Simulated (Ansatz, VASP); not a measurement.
**Two plane-wave programs on PbO**

The input INCAR:

```
PREC = Accurate
ENCUT = 520
EDIFF = 1E-6
ISMEAR = 0
SIGMA = 0.02
LREAL = False
LASPH = True
NELM = 100
ALGO = Normal
ISIF = 2
LWAVE = False
LCHARG = True
LDIPOL = True
IDIPOL = 3
DIPOL = 0.5 0.5 0.500
GGA = PE
IVDW = 12
LELF = True
LVHAR = True
LVACPOTAV = True
NBANDS = 28
```

File KPOINTS:

```
Automatic mesh
0
Gamma
  6 6 1
```

The input POSCAR:

```
PbO
1.0
    3.6910000000      0.0000000000      0.0000000000
    0.0000000000      3.6910000000      0.0000000000
    0.0000000000      0.0000000000     30.7493267952
Pb O
2 2
Direct
    0.5000000000      0.0000000000      0.4566657180
    0.0000000000      0.5000000000      0.5433342820
    0.0000000000      0.0000000000      0.5000000000
    0.5000000000      0.5000000000      0.5000000000
```

Input for Ansatz:

```yaml
crystal:
  lattice:
    - [3.691, 0.0, 0.0]
    - [0.0, 3.691, 0.0]
    - [0.0, 0.0, 30.7493267952]
  atoms:
    - { symbol: Pb, position: [0.5, 0.0, 0.456665718] }
    - { symbol: O, position: [0.0, 0.0, 0.5] }
    - { symbol: O, position: [0.5, 0.5, 0.5] }
    - { symbol: Pb, position: [0.0, 0.5, 0.543334282] }
  periodic: [true, true, false]
basis:
  ecutwfc: 420
kpoints:
  mp_grid: { grid: [6, 6, 1] }
hamiltonian:
  xc: pbe
  dispersion: d3bj
scf:
  occupations: { method: gaussian, width: 0.02 }
output:
  forces: true
  stress: true
  eigenvalues: true
```

Alike in both runs: task single point; functional PBE; dispersion D3(BJ); k mesh 6 × 6 × 1; occupations gaussian, width 0.02 eV; no spin polarisation.

|  | VASP | Ansatz |
| --- | --- | --- |
| version | VASP 6.6.1 | Ansatz 0.2.0 |
| potentials or method | VASP PAW PBE potentials, release 64 (Pb_d, O), cutoff 520 eV | scalar-relativistic, plane waves, PAW |
| valence electrons in the cell | 40 | 40 |

VASP gave:

* gap on the k mesh at the Fermi level (eV): 2.78
* least direct gap on the mesh (eV): 2.83
* rms of the force components (eV/Å): 0.095

Problem. Estimate Ansatz's values.

Solution. gap on the k mesh at the Fermi level (eV): 2.79; least direct gap on the mesh (eV): 2.84; rms of the force components (eV/Å): 0.114.

Spin-orbit coupling is off throughout.
